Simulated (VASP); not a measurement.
Here is a VASP 6.6.1 calculation.

Contents of INCAR:

```
PREC = Accurate
ENCUT = 520
EDIFF = 1E-7
ISMEAR = 0
SIGMA = 0.1
LREAL = False
LASPH = True
NELM = 80
ALGO = Normal
ISIF = 2
LWAVE = False
LCHARG = False
GGA = PE
NBANDS = 42
```

KPOINTS

```
regular mesh
0
Gamma
  4 4 4
```

POSCAR

```
TiGe4
1.0
    4.7862712765      0.0000000000      0.0000000000
    0.0000000000      4.7862712765      0.0000000000
    0.0000000000      0.0000000000      4.7862712765
Ti Ge
1 4
Direct
    0.0000000000      0.0000000000      0.0000000000
    0.3069719086      0.3069719086      0.3069719086
    0.6930280914      0.6930280914      0.3069719086
    0.3069719086      0.6930280914      0.6930280914
    0.6930280914      0.3069719086      0.6930280914
```

Potentials or basis: VASP PAW PBE potentials, release 64 (Ti_sv, Ge_d).

The run is started by

```bash
$ cat potpaw_PBE.64/Ti_sv/POTCAR potpaw_PBE.64/Ge_d/POTCAR > POTCAR
$ mpirun -np 1 vasp_std > vasp.out
```

(1) Predict the band gap on the k mesh.

(2) Estimate the pressure.

(3) Predict the largest force.

Results:

(1) zero (bands 34 and 35 overlap by 1.02 eV).

(2) 0.0 GPa.

(3) 0.022 eV/Å.
